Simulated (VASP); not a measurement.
CsSnI3: single point with PBE

Crystal: CsSnI3.

```
Cs Sn I
1.0
     5.26746    3.04117    4.52630
    -5.26746    3.04117    4.52630
     0.00000   -6.08234    4.52630
Cs Sn I
1 1 3
Direct
  0.54188 0.54188 0.54188
  0.87604 0.87604 0.87604
  0.62701 0.03296 0.62701
  0.62701 0.62701 0.03296
  0.03296 0.62701 0.62701
```

| Property | Result |
| --- | --- |
| Program | VASP 6.6.1 |
| Task | single point |
| Functional | PBE |
| Potentials or basis | VASP PAW PBE potentials, release 64 (Cs_sv, Sn_d, I) |
| Cutoff | 520 eV |
| k mesh | 3 × 3 × 3 |
| Occupations | gaussian, width 0.1 eV |
| Spin | no spin polarisation |

```yaml
Pressure: 0.0 GPa
Largest_force: 0.029 eV/Å
Band_gap_on_the_k_mesh: 3.32 eV, indirect (least direct gap 3.38 eV)
```

Forces in eV/Å, atoms in the order of the input:
```
Cs   0.000  0.000 -0.029
Sn   0.000  0.000  0.022
I   -0.016  0.009  0.002
I    0.000 -0.019  0.002
I    0.016  0.009  0.002
```

Stress tensor (GPa, compression positive):
```
-0.04  0.00  0.00
 0.00 -0.04  0.00
 0.00  0.00  0.12
```

Levels at points of the mesh, in eV from the valence-band top:
```csv
k point,band 19,band 20,band 21,band 22,band 23,band 24,band 25,band 26
"(0.00, 0.00, 0.00)",-0.31,-0.31,-0.23,0.00,3.49,3.62,3.62,4.47
```

Wall time 84 s on 1 thread of AMD EPYC 7R43 64-Core Processor (Zen 3), on a shared host, peak memory 0.42 GiB.

Caveat: spin-orbit coupling is left out, which moves the levels of the heavy elements. A k mesh can miss the band edges.
